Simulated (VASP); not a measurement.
Here is a VASP 6.6.1 calculation.

Contents of INCAR:

```
SYSTEM = Mo
PREC     = Accurate       ! precision mode
ENCUT    = 520            ! plane-wave cutoff, eV
EDIFF    = 1E-6           ! SCF threshold, eV
ISMEAR   = -1             ! smearing method
SIGMA    = 0.05           ! smearing width, eV
LREAL    = .False.        ! projectors in reciprocal space
LASPH    = .True.         ! aspherical terms in the spheres
NELM     = 80             ! most SCF steps
ALGO     = Normal         ! electronic algorithm
ISIF     = 2              ! what is computed and relaxed
LWAVE    = .False.        ! write WAVECAR
LCHARG   = .True.         ! write CHGCAR
GGA      = PE             ! functional
LELF     = .True.         ! ELF
LVHAR    = .True.       
NBANDS   = 13             ! bands
```

Contents of KPOINTS:

```
Automatic mesh
0
Gamma
  12 12 12
  0 0 0
```

The input POSCAR:

```
Mo
1.0
   -1.5514772677      1.5514772677      1.5514772677
    1.5514772677     -1.5514772677      1.5514772677
    1.5514772677      1.5514772677     -1.5514772677
Mo
1
Direct
    0.0000000000      0.0000000000      0.0000000000
```

Potentials or basis: VASP PAW PBE potentials, release 64 (Mo_sv).

The run is started by

```sh
$ cat potpaw_PBE.64/Mo_sv/POTCAR > POTCAR
$ mpirun -np 1 vasp_std > vasp.out
```

(1) Predict the pressure.

(2) Predict the band gap on the k mesh.

Answers

(1) 16.8 GPa.

(2) zero (band 7 reaches 17.58 eV, above the bottom of band 8 at 11.88 eV).
